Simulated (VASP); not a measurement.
Sc:

```
CELL_PARAMETERS angstrom
0.00000 2.26000 2.26000
2.26000 0.00000 2.26000
2.26000 2.26000 0.00000
ATOMIC_POSITIONS crystal
Sc 0.00000 0.00000 0.00000
```

* Program: VASP 6.6.1
* Task: relaxation of cell and atoms
* Functional: PBEsol
* Potentials or basis: VASP PAW PBE potentials, release 64 (Sc_sv)
* Cutoff: 600 eV
* k mesh: 9 × 9 × 9
* Occupations: fermi-dirac, width 0.1 eV
* Spin: no spin polarisation

At the start: pressure 1.5 GPa; volume 23.09 Å³/atom.

**Question.** How do energy, volume and symmetry change on relaxing?

**Answer.** Over 3 steps the energy falls by 2.8 meV/atom and the volume is 23.71 Å³/atom (+2.7 %); space group Fm-3m (No. 225, to 0.05 Å).

The path:
| step | energy change (eV) | largest force (eV/Å) | pressure (GPa) | volume (Å³) |
| --- | --- | --- | --- | --- |
| 1 | 0.0000 | 0.0000 | 1.47 | 23.09 |
| 2 | -0.0028 | 0.0000 | -0.20 | 23.80 |
| 3 | -0.0028 | 0.0000 | -0.01 | 23.71 |

Final structure:
```cif
data_structure
_symmetry_space_group_name_H-M 'P 1'
_symmetry_Int_Tables_number 1
_cell_length_a 3.2247
_cell_length_b 3.2247
_cell_length_c 3.2247
_cell_angle_alpha 60.000
_cell_angle_beta 60.000
_cell_angle_gamma 60.000
_cell_volume 23.71
loop_
_atom_site_label
_atom_site_type_symbol
_atom_site_fract_x
_atom_site_fract_y
_atom_site_fract_z
_atom_site_occupancy
Sc1 Sc 0.00000 0.00000 0.00000 1
```

Caveat: the PAW data sets were made with another functional, which shifts forces and pressure a little.
